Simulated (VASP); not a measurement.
Write the native input for VASP 6.6.1 that does the following.

```yaml
Task: relaxation of cell and atoms
Functional: PBEsol
Potentials_or_basis: VASP PAW PBE potentials, release 64 (Tc_pv)
Cutoff: 600 eV
k_mesh: 7 × 7 × 7
Occupations: fermi-dirac, width 0.05 eV
Spin: no spin polarisation
Target_pressure: 20 GPa
Dipole_correction: no
Further_INCAR_settings: ALGO = Normal; EDIFF = 1e-07; IBRION = 2; EDIFFG = -0.03; NSW = 60; ISIF = 3
```

The structure of Tc lies in POSCAR:

```
Tc
1.0
    0.0000000000      2.6500000000      2.6500000000
    2.6500000000      0.0000000000      2.6500000000
    2.6500000000      2.6500000000      0.0000000000
Tc
2
Direct
    0.0000000000      0.0000000000      0.0000000000
    0.2500000000      0.2500000000      0.2500000000
```

The input as run:

INCAR

```
SYSTEM = Tc
PREC = Accurate ; ENCUT = 600
EDIFF = 1E-7 ; ISMEAR = -1
SIGMA = 0.05 ; LREAL = .False.
LASPH = .True. ; NELM = 80
ALGO = Normal ; ISIF = 3
LWAVE = .False. ; LCHARG = .False.
GGA = PS ; IBRION = 2
NSW = 60 ; EDIFFG = -0.03
PSTRESS = 200.0
```

KPOINTS

```
Automatic mesh
0
Gamma
  7 7 7
  0 0 0
```

Potentials or basis: VASP PAW PBE potentials, release 64 (Tc_pv).

Command:

```console
$ cat potpaw_PBE.64/Tc_pv/POTCAR > POTCAR
$ mpirun -np 1 vasp_std > vasp.out
```

Results of the run:

```yaml
Pressure_after_relaxing: 20.0 GPa
Band_gap_on_the_k_mesh: zero (band 13 reaches 9.20 eV, above the bottom of band 14 at 8.23 eV)
```

Caveat: the relaxation stopped at its first step, so nothing moved; the cell is relaxed towards a set pressure, so the enthalpy falls and the energy may rise; the PAW data sets were made with another functional, which shifts forces and pressure a little.

Wall time 16 s on 1 thread of Intel Xeon 6975P-C, on a shared host, peak memory 0.17 GiB.
